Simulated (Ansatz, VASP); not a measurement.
AlN: VASP beside Ansatz

```
Al N
1.0
     3.11300    0.00000    0.00000
    -1.55650    2.69594    0.00000
     0.00000    0.00000    4.98100
Al N
2 2
Direct
  0.33333 0.66667 0.00000
  0.66667 0.33333 0.50000
  0.33333 0.66667 0.38000
  0.66667 0.33333 0.88000
```

Alike in both runs: task relaxation of cell and atoms; functional r2SCAN; dispersion rVV10; k mesh 9 × 9 × 6; occupations gaussian, width 0.02 eV; no spin polarisation.

|  | VASP | Ansatz |
| --- | --- | --- |
| version | VASP 6.6.1 | Ansatz 0.2.0 |
| potentials or method | VASP PAW PBE potentials, release 64 (Al, N), cutoff 600 eV | scalar-relativistic, plane waves, PAW |
| valence electrons in the cell | 16 | 16 |

```csv
,VASP,Ansatz,Ansatz less VASP
"gap on the k mesh at the Fermi level, each at its own relaxed structure (eV)",4.92,4.87,-0.049
relaxed volume (Å³/atom),10.35,10.37,+0.012
relaxed cell length with the largest relative difference (Å),4.970,4.972,+0.0021
```

VASP's potentials were made for PBE, not for r2SCAN.
